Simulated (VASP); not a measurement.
The system is Pb.

```xyz
1
Lattice="0.0000 2.4890 2.4890 2.4890 0.0000 2.4890 2.4890 2.4890 0.0000" Properties=species:S:1:pos:R:3 pbc="T T T"
Pb    0.0000    0.0000    0.0000
```

Base run:

```yaml
Program: VASP 6.6.1
Functional: LDA
Potentials_or_basis: VASP PAW LDA potentials, release 64 (Pb_d)
Cutoff: 500 eV
k_mesh: 14 × 14 × 14
Occupations: gaussian, width 0.1 eV
Spin: no spin polarisation
```

Its results: band gap on the k mesh zero (bands 7 and 8 overlap by 8.73 eV); pressure -2.6 GPa.

Q: The run is repeated on the same cell with these changes: functional from LDA to PBE; potentials or basis from VASP PAW LDA potentials, release 64 (Pb_d) to VASP PAW PBE potentials, release 64 (Pb_d). What comes out?

A: Band gap on the k mesh zero (bands 7 and 8 overlap by 8.81 eV); pressure 1.6 GPa.

Caveats: spin-orbit coupling is left out, which moves the levels of the heavy elements.
